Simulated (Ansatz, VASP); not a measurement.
# Ir: VASP beside Ansatz

```
Ir
1.0
     2.64132    0.00000    0.00000
    -1.32066    2.28745    0.00000
     0.00000    0.00000    4.10531
Ir
2
Direct
  0.66667 0.33333 0.75000
  0.33333 0.66667 0.25000
```

Change from the starting cell: strain -0.040 along x and y, -0.080 along z, atoms carried along.

Alike in both runs: task single point; functional PBE; k mesh 18 × 18 × 12; occupations gaussian, width 0.15 eV; no spin polarisation.

|  | VASP | Ansatz |
| --- | --- | --- |
| version | VASP 6.6.1 | Ansatz 0.2.0 |
| potentials or method | VASP PAW PBE potentials, release 64 (Ir), cutoff 520 eV | scalar-relativistic, plane waves, PAW |
| valence electrons in the cell | 18 | 34 |

|  | VASP | Ansatz | Ansatz less VASP |
| --- | --- | --- | --- |
| gap on the k mesh at the Fermi level (eV) | none | none | - |
| pressure (GPa) | 86.4 | 84.5 | -1.87 |
| traceless stress, the component that is largest in VASP (GPa) | 20.79 | 20.72 | -0.073 |

A gap of «none» marks a metal or a gap that the smearing closes. Both programs put the cell under a high pressure, so it lies far from rest at this level. VASP's potentials hold 18 valence electrons a cell and Ansatz's 34, so a difference there can come from the potentials and not from the codes.

Neither program's run includes spin-orbit coupling. Noted on VASP's run: the cell as given lies far from equilibrium.
